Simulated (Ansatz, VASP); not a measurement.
# One calculation of SnTe, two programs

```
Sn Te
1.0
     0.00000    3.18581    3.18581
     3.18581    0.00000    3.18581
     3.18581    3.18581    0.00000
Sn Te
1 1
Direct
  0.00000 0.00000 0.00000
  0.50000 0.50000 0.50000
```

Alike in both runs: task relaxation of cell and atoms; functional PBE; dispersion D3(BJ); k mesh 16 × 16 × 16; occupations gaussian, width 0.1 eV; no spin polarisation.

|  | VASP | Ansatz |
| --- | --- | --- |
| version | VASP 6.6.1 | Ansatz 0.2.0 |
| potentials or method | VASP PAW PBE potentials, release 64 (Sn_d, Te), cutoff 600 eV | scalar-relativistic, plane waves, PAW |
| valence electrons in the cell | 20 | 30 |

VASP gave:

```
gap on the k mesh at the Fermi level, each at its own relaxed structure (eV) : 0.08
relaxed volume (Å³/atom)                                                     : 31.40
relaxed cell length with the largest relative difference (Å)                 : 4.462
```

**Question.** Estimate Ansatz's values.

**Answer.** gap on the k mesh at the Fermi level, each at its own relaxed structure (eV): 0.08; relaxed volume (Å³/atom): 31.41; relaxed cell length with the largest relative difference (Å): 4.462.

VASP's potentials hold 20 valence electrons a cell and Ansatz's 30, so a difference there can come from the potentials and not from the codes. Ansatz's warnings: relaxed geometry near dispersion switch.

Neither program's run includes spin-orbit coupling.
